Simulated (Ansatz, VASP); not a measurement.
Given: the input of a run of Ansatz 0.2.0 on LiH.

The input input:

```
crystal:
  lattice:
    - [0.0, 2.0766964161, 2.0766964161]
    - [2.0766964161, 0.0, 2.0766964161]
    - [2.0766964161, 2.0766964161, 0.0]
  atoms:
    - { symbol: Li, position: [0.0, 0.0, 0.0] }
    - { symbol: H, position: [0.5, 0.5, 0.5] }
hamiltonian:
  xc: hse06
  pseudopotentials: { kind: paw }
kpoints:
  mp_grid: { grid: [6, 6, 6] }
scf:
  occupations: { method: fermi_dirac, width: 0.05 }
output:
  forces: true
  stress: true
  eigenvalues: true
```

Question: Translate it to VASP 6.6.1. Potentials there: VASP PAW PBE potentials, release 64 (Li_sv, H).

Answer: As run (the cutoff follows the program's own potentials):

The input POSCAR:

```
LiH
1.0
    0.0000000000      2.0766964161      2.0766964161
    2.0766964161      0.0000000000      2.0766964161
    2.0766964161      2.0766964161      0.0000000000
Li H
1 1
Direct
    0.0000000000      0.0000000000      0.0000000000
    0.5000000000      0.5000000000      0.5000000000
```

INCAR.step1

```
PREC = Accurate ; ENCUT = 520
EDIFF = 1E-5 ; ISMEAR = -1
SIGMA = 0.05 ; LREAL = False
LASPH = True ; NELM = 100
ALGO = Normal ; ISIF = 2
LWAVE = True ; NBANDS = 9
GGA = PE
```

File INCAR.step2:

```
PREC = Accurate ; ENCUT = 520
EDIFF = 1E-7 ; ISMEAR = -1
SIGMA = 0.05 ; LREAL = False
LASPH = True ; NELM = 100
ALGO = Normal ; ISIF = 2
LWAVE = False ; LCHARG = True
GGA = PE ; LHFCALC = True
HFSCREEN = 0.2079 ; PRECFOCK = Normal
LELF = True ; LVHAR = True
NBANDS = 9 ; ISTART = 1
```

The input KPOINTS:

```
Automatic mesh
0
Gamma
  6 6 6
```

Potentials or basis: VASP PAW PBE potentials, release 64 (Li_sv, H).

The run is started by

```console
$ cat potpaw_PBE.64/Li_sv/POTCAR potpaw_PBE.64/H/POTCAR > POTCAR
$ cp INCAR.step1 INCAR
$ mpirun -np 1 vasp_std > vasp.out
$ cp INCAR.step2 INCAR
$ mpirun -np 1 vasp_std > vasp.out
```

Both were run:

|  | VASP | Ansatz | Ansatz less VASP |
| --- | --- | --- | --- |
| gap on the k mesh at the Fermi level (eV) | 4.02 | 4.03 | +0.003 |
| least direct gap on the mesh (eV) | 4.02 | 4.03 | +0.003 |

The functional is the same, so the differences come from potentials, cutoffs and numerics.

The k mesh is coarse, so the values compare programs but aren't converged. Noted on VASP's run: the cutoff is short for stress, so the pressure is rough.
